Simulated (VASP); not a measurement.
# SiC (F-43m) in VASP: further runs

Runs on SiC. Level: PBE. Tasks: single point.

Program: VASP 6.6.1. These are calculated values, not measurements. Logs are shortened: lines on timing, memory, paths and dates and some standing lists are left out, and cuts for length are marked.

**The experiment to reproduce.**

“Insight into the structural, elastic and electronic properties of a new orthorhombic 6O-SiC polytype”, 2020, pmc:7200658 quotes, for a bulk crystal of SiC: band gap 2.4 eV (indirect).

How close the calculation comes is told below.

## Step 1: The cell of the first run

It takes space group F-43m (No. 216, cubic). The conventional cell has a = 4.521 Å, b = 4.521 Å, c = 4.521 Å, α = 90.00°, β = 90.00°, γ = 90.00°. Within 2.6 Å of Si (site symmetry -43m) lie 4 C at 1.96 Å. C (site symmetry -43m) has 4 Si at 1.96 Å within 2.6 Å.

## Step 2: Single point, PBE

INCAR

```
SYSTEM = SiC
PREC     = Accurate       ! precision mode
ENCUT    = 600            ! plane-wave cutoff, eV
EDIFF    = 1E-6           ! SCF threshold, eV
ISMEAR   = 0              ! smearing method
SIGMA    = 0.02           ! smearing width, eV
LREAL    = .False.        ! projectors in reciprocal space
LASPH    = .True.         ! aspherical terms in the spheres
NELM     = 120            ! most SCF steps
ALGO     = Normal         ! electronic algorithm
ISIF     = 2              ! what is computed and relaxed
LWAVE    = .False.        ! write WAVECAR
LCHARG   = .True.         ! write CHGCAR
GGA      = PE             ! functional
LELF     = .True.         ! ELF
LVHAR    = .True.       
NBANDS   = 11             ! bands
GGA_COMPAT= .False.
```

KPOINTS

```
regular mesh
0
Gamma
  10 10 10
  0 0 0
```

POSCAR

```
SiC
1.0
    0.0000000000      2.2605567678      2.2605567678
    2.2605567678      0.0000000000      2.2605567678
    2.2605567678      2.2605567678      0.0000000000
Si C
1 1
Direct
    0.0000000000      0.0000000000      0.0000000000
    0.2500000000      0.2500000000      0.2500000000
```

Potentials or basis: VASP PAW PBE potentials, release 64 (Si, C).

Launch:

```
cat potpaw_PBE.64/Si/POTCAR potpaw_PBE.64/C/POTCAR > POTCAR
mpirun -np 1 vasp_std > vasp.out
```

OUTCAR:

```text
SYSTEM = SiC
   PREC = Accurate
   ENCUT = 600
   EDIFF = 1E-6
   ISMEAR = 0
   LREAL = .False.
   LASPH = .True.
   NELM = 120
   ISIF = 2
   GGA = PE

 ion  position               nearest neighbor table
   1  0.000  0.000  0.000-   2 1.96   2 1.96   2 1.96   2 1.96
   2  0.250  0.250  0.250-   1 1.96   1 1.96   1 1.96   1 1.96

  LATTYP: Found a face centered cubic cell.
 ALAT       =     4.5211135356

  Lattice vectors:

 A1 = (   0.0000000000,   2.2605567678,   2.2605567678)
 A2 = (   2.2605567678,   0.0000000000,   2.2605567678)
 A3 = (   2.2605567678,   2.2605567678,   0.0000000000)

Analysis of symmetry for initial positions (statically):
=====================================================================
 Subroutine PRICEL returns:
 Original cell was already a primitive cell.

 Routine SETGRP: Setting up the symmetry group for a
 face centered cubic supercell.

 Subroutine GETGRP returns: Found 24 space group operations
 (whereof 24 operations were pure point group operations)
 out of a pool of 48 trial point group operations.

The static configuration has the point symmetry T_d .

Analysis of symmetry for dynamics (positions and initial velocities):
=====================================================================
 Subroutine PRICEL returns:
 Original cell was already a primitive cell.

 Routine SETGRP: Setting up the symmetry group for a
 face centered cubic supercell.

 Subroutine GETGRP returns: Found 24 space group operations
 (whereof 24 operations were pure point group operations)
 out of a pool of 48 trial point group operations.

The dynamic configuration has the point symmetry T_d .

 Subroutine INISYM returns: Found 24 space group operations
 (whereof 24 operations are pure point group operations),
 and found     1 'primitive' translations

----------------------------------------------------------------------------------------

                                     Primitive cell

  volume of cell :      23.1034

  direct lattice vectors                    reciprocal lattice vectors
     0.000000000  2.260556768  2.260556768    -0.221184448  0.221184448  0.221184448
     2.260556768  0.000000000  2.260556768     0.221184448 -0.221184448  0.221184448
     2.260556768  2.260556768  0.000000000     0.221184448  0.221184448 -0.221184448

  length of vectors
     3.196910040  3.196910040  3.196910040     0.383102701  0.383102701  0.383102701

  position of ions in fractional coordinates (direct lattice)
     0.000000000  0.000000000  0.000000000
     0.250000000  0.250000000  0.250000000

  ion indices of the primitive-cell ions
[... 85 lines left out ...]
   PSTRESS=    0.0 pullay stress
   NELECT =       8.0000    total number of electrons
   NUPDOWN=      -1.0000    fix difference up-down
   EMIN   =  10.00;   EMAX   =-10.00  energy-range for DOS
   EFERMI =   0.00;   METHOD = LEGACY
   ISMEAR =     0;   SIGMA  =   0.02  broadening in eV -4-tet -1-fermi 0-gaus
   EFERMI_NEDOS =   21; number of points for ismear=-14 and -15
   IALGO  =     38    algorithm
   IMIX   =      4    mixing-type and parameters
     AMIX     =   0.40;   BMIX     =  1.00
     AMIX_MAG =   1.60;   BMIX_MAG =  1.00
  volume/ion in A,a.u.               =      11.55        77.95
  Fermi-wavevector in a.u.,A,eV,Ry     =   1.149598  2.172426 17.981134  1.321576
  Thomas-Fermi vector in A             =   2.286267
   LORBIT       =      0    0 simple, 1 ext, 2 COOP (PROOUT), +10 PAW based schemes
   GGA     = PE    functional components
   LHFCALC =     F    Hartree Fock is set to
   AEXX    =    0.0000 exact exchange contribution
   IVDW    =     0    specifies the selected vdW correction
   LEPSILON=     F    determine dielectric tensor
   LRPA    =     F    only Hartree local field effects (RPA)
 non-spin polarized calculation
 Gauss-broadening in eV      SIGMA  =   0.02
  energy-cutoff  :      600.00
  volume of cell :       23.10
 maximum number of plane-waves:       785
 NGX is ok and might be reduce to    28
   NGX = 13   NGY = 13   NGZ = 13

 number of electron       8.0000000 magnetization

 Free energy of the ion-electron system (eV)
  ---------------------------------------------------
  ext. energy  EPLUGINS =         0.00000000
  ---------------------------------------------------
  free energy    TOTEN  =       -14.94303092 eV

  energy without entropy =      -14.94303092  energy(sigma->0) =      -14.94303092

 E-fermi :   7.0178     XC(G=0): -10.8808

 val. band max:        6.9158924784   @ k =   0.0000   0.0000   0.0000
 cond. band min:       8.3660693100   @ k =   0.5000   0.5000   0.0000
 fundamental gap:      1.4501768315
 Fermi energy:         7.0177799919

 k-point     1 :       0.0000    0.0000    0.0000
  band No.  band energies     occupation
      1      -7.6486      2.00000
      2       6.9159      2.00000
      3       6.9159      2.00000
      4       6.9159      2.00000
      5      11.8711      0.00000
      6      13.4994      0.00000
      7      13.4994      0.00000
      8      13.4994      0.00000
      9      20.8010      0.00000
     10      20.8010      0.00000
     11      21.7613      0.00000
[... 309 lines left out ...]
 k-point    24 :       0.4000    0.3000    0.0000
  band No.  band energies     occupation
      1      -4.7919      2.00000
      2       1.4488      2.00000
      3       3.9855      2.00000
      4       4.4649      2.00000
      5       9.6955      0.00000
      6      12.0881      0.00000
      7      17.4075      0.00000
      8      17.8296      0.00000
      9      19.4529      0.00000
     10      24.0140      0.00000
     11      26.4410      0.00000

 [... further k-points ...]

------------------------ aborting loop because EDIFF is reached ----------------------------------------

  FORCE on cell =-STRESS in cart. coord.  units (eV):
  Direction    XX          YY          ZZ          XY          YZ          ZX
  --------------------------------------------------------------------------------------
  -------------------------------------------------------------------------------------
  Total       -2.4360953     -2.4360953     -2.4360953      0.0000000      0.0000000      0.0000000
  in kB     -168.9384879   -168.9384879   -168.9384879      0.0000000      0.0000000      0.0000000
  external PRESSURE =    -168.9384879 kB  Pullay stress =       0.0000000 kB

 VOLUME and BASIS-vectors are now :
 -----------------------------------------------------------------------------
  energy-cutoff  :      600.00
  volume of cell :       23.10
      direct lattice vectors                 reciprocal lattice vectors
     0.000000000  2.260556768  2.260556768    -0.221184448  0.221184448  0.221184448
     2.260556768  0.000000000  2.260556768     0.221184448 -0.221184448  0.221184448
     2.260556768  2.260556768  0.000000000     0.221184448  0.221184448 -0.221184448

 POSITION                                       TOTAL-FORCE (eV/Angst)
 -----------------------------------------------------------------------------------
      0.00000      0.00000      0.00000         0.000000      0.000000      0.000000
      1.13028      1.13028      1.13028        -0.000000     -0.000000     -0.000000
 -----------------------------------------------------------------------------------
    total drift:                                0.000000      0.000000      0.000000

  FREE ENERGIE OF THE ION-ELECTRON SYSTEM (eV)
  ---------------------------------------------------
  free  energy   TOTEN  =       -14.9430309237 eV

  energy  without entropy=      -14.9430309237  energy(sigma->0) =      -14.94303092
```

stdout:

```text
POSCAR found type information on POSCAR SiC
 POSCAR found :  2 types and       2 ions
 scaLAPACK will be used
 LDA part: xc-table for (Slater+PW92), standard interpolation
 POSCAR, INCAR and KPOINTS ok, starting setup
 FFT: planning ... GRIDC
 FFT: planning ... GRID_SOFT
 FFT: planning ... GRID
 WAVECAR not read
 entering main loop
```

Wall time 17 s (1 thread of AMD EPYC 7R43 (Zen 3), shared host); peak memory 0.12 GiB.

What came out:

```
Free energy            : -14.9430 eV
Pressure               : -16.9 GPa
Band gap on the k mesh : 1.45 eV (least direct gap 4.42 eV)
```

Caveat: the cell stands under tension.

## Step 3: Single point, PBE, collinear spin

This run uses another cell than the first one, of 10.50 Å³/atom.

INCAR

```
SYSTEM = SiC
ALGO     = Normal         ! electronic algorithm
EDIFF    = 1E-6           ! SCF threshold, eV
ENCUT    = 600            ! plane-wave cutoff, eV
GGA      = PE             ! functional
GGA_COMPAT= .FALSE.      
ISIF     = 2              ! what is computed and relaxed
ISMEAR   = 0              ! smearing method
ISPIN    = 2              ! spin polarisation
LASPH    = .TRUE.         ! aspherical terms in the spheres
LCHARG   = .FALSE.        ! write CHGCAR
LORBIT   = 11             ! projections on sites
LREAL    = .FALSE.        ! projectors in reciprocal space
LWAVE    = .FALSE.        ! write WAVECAR
MAGMOM   = 0.2 0.2        ! initial moments
NBANDS   = 15             ! bands
NELM     = 200            ! most SCF steps
PREC     = Accurate       ! precision mode
SIGMA    = 0.02           ! smearing width, eV
```

KPOINTS

```
k-points
0
G
  10 10 10
  0 0 0
```

POSCAR

```
SiC
1.0
    0.0000000000      2.1898675892      2.1898675892
    2.1898675892      0.0000000000      2.1898675892
    2.1898675892      2.1898675892      0.0000000000
Si C
1 1
Direct
    0.0000000000      0.0000000000      0.0000000000
    0.2500000000      0.2500000000      0.2500000000
```

Potentials or basis: VASP PAW PBE potentials, release 64 (Si, C).

Launch:

```
cat potpaw_PBE.64/Si/POTCAR potpaw_PBE.64/C/POTCAR > POTCAR
mpirun -np 1 vasp_std > vasp.out
```

OUTCAR:

```text
SYSTEM = SiC
   EDIFF = 1E-6
   ENCUT = 600
   GGA = PE
   ISIF = 2
   ISMEAR = 0
   ISPIN = 2
   LASPH = .TRUE.
   LORBIT = 11
   LREAL = .FALSE.
   NELM = 200
   PREC = Accurate

 ion  position               nearest neighbor table
   1  0.000  0.000  0.000-   2 1.90   2 1.90   2 1.90   2 1.90
   2  0.250  0.250  0.250-   1 1.90   1 1.90   1 1.90   1 1.90

  LATTYP: Found a face centered cubic cell.
 ALAT       =     4.3797351784

  Lattice vectors:

 A1 = (   0.0000000000,   2.1898675892,   2.1898675892)
 A2 = (   2.1898675892,   0.0000000000,   2.1898675892)
 A3 = (   2.1898675892,   2.1898675892,   0.0000000000)
[... 1080 lines left out ...]

 VOLUME and BASIS-vectors are now :
 -----------------------------------------------------------------------------
  energy-cutoff  :      600.00
  volume of cell :       21.00
      direct lattice vectors                 reciprocal lattice vectors
     0.000000000  2.189867589  2.189867589    -0.228324307  0.228324307  0.228324307
     2.189867589  0.000000000  2.189867589     0.228324307 -0.228324307  0.228324307
     2.189867589  2.189867589  0.000000000     0.228324307  0.228324307 -0.228324307

 POSITION                                       TOTAL-FORCE (eV/Angst)
 -----------------------------------------------------------------------------------
      0.00000      0.00000      0.00000         0.000000     -0.000000      0.000000
      1.09493      1.09493      1.09493        -0.000000      0.000000     -0.000000
 -----------------------------------------------------------------------------------
    total drift:                               -0.000000     -0.000000     -0.000000

  FREE ENERGIE OF THE ION-ELECTRON SYSTEM (eV)
  ---------------------------------------------------
  free  energy   TOTEN  =       -15.0621875625 eV

  energy  without entropy=      -15.0621875625  energy(sigma->0) =      -15.06218756

 total charge

# of ion       s       p       d       tot
------------------------------------------
    1        0.706   0.961   0.000   1.667
    2        0.834   1.696   0.000   2.530
--------------------------------------------------
tot          1.540   2.656   0.000   4.197

 magnetization (x)

# of ion       s       p       d       tot
------------------------------------------
    1       -0.000  -0.000   0.000  -0.000
    2       -0.000  -0.000   0.000  -0.000
--------------------------------------------------
tot         -0.000  -0.000   0.000  -0.000
```

OSZICAR:

```text
N       E                     dE             d eps       ncg     rms          rms(c)
DAV:   1     0.613682897535E+01    0.61368E+01   -0.37514E+03  2899   0.471E+02
DAV:   2    -0.162318715231E+02   -0.22369E+02   -0.21436E+02  3738   0.106E+02
DAV:   3    -0.168459951419E+02   -0.61412E+00   -0.61335E+00  3506   0.130E+01
DAV:   4    -0.168475255921E+02   -0.15305E-02   -0.15304E-02  3492   0.854E-01
DAV:   5    -0.168475303011E+02   -0.47090E-05   -0.47090E-05  3513   0.440E-02    0.871E+00
DAV:   6    -0.151089544698E+02    0.17386E+01   -0.54304E+00  3450   0.830E+00    0.374E+00
DAV:   7    -0.150681710595E+02    0.40783E-01   -0.37594E-01  3611   0.281E+00    0.181E+00
DAV:   8    -0.150571542502E+02    0.11017E-01   -0.17939E-02  3268   0.728E-01    0.673E-01
DAV:   9    -0.150621562263E+02   -0.50020E-02   -0.24374E-03  3219   0.289E-01    0.251E-01
DAV:  10    -0.150621001268E+02    0.56100E-04   -0.26533E-04  3451   0.716E-02    0.948E-02
DAV:  11    -0.150621613209E+02   -0.61194E-04   -0.35154E-05  3247   0.289E-02    0.489E-02
DAV:  12    -0.150621871117E+02   -0.25791E-04   -0.25020E-05  3240   0.266E-02    0.978E-03
DAV:  13    -0.150621875625E+02   -0.45074E-06   -0.71246E-07  3223   0.481E-03
   1 F= -.15062188E+02 E0= -.15062188E+02  d E =-.689064E-27  mag=     0.0001
```

stdout:

```text
POSCAR found type information on POSCAR SiC
 POSCAR found :  2 types and       2 ions
 scaLAPACK will be used
 LDA part: xc-table for (Slater+PW92), standard interpolation
 POSCAR, INCAR and KPOINTS ok, starting setup
 FFT: planning ... GRIDC
 FFT: planning ... GRID_SOFT
 FFT: planning ... GRID
 WAVECAR not read
 entering main loop
```

Wall time 44 s (1 thread of AMD EPYC 7R43 (Zen 3), shared host); peak memory 0.15 GiB.

What came out:

* Free energy: -15.0622 eV
* Pressure: -0.2 GPa
* Band gap on the k mesh: 1.37 eV (least direct gap 4.53 eV)
* Net moment: 0.00 μB per cell
* Valence electrons inside the program's atomic spheres: Si 1.67; C 2.53

## Step 4: How close it comes

Step 3. Measured gap of SiC: 2.4 eV (indirect; quoted in “Insight into the structural, elastic and electronic properties of a new orthorhombic 6O-SiC polytype”, 2020, pmc:7200658). This calculation gives 1.37 eV (-1.03 eV). The value is that of PBE on a finite k mesh, which can miss the band edges, without temperature or zero-point motion. Semilocal functionals fall short of measured gaps as a rule.
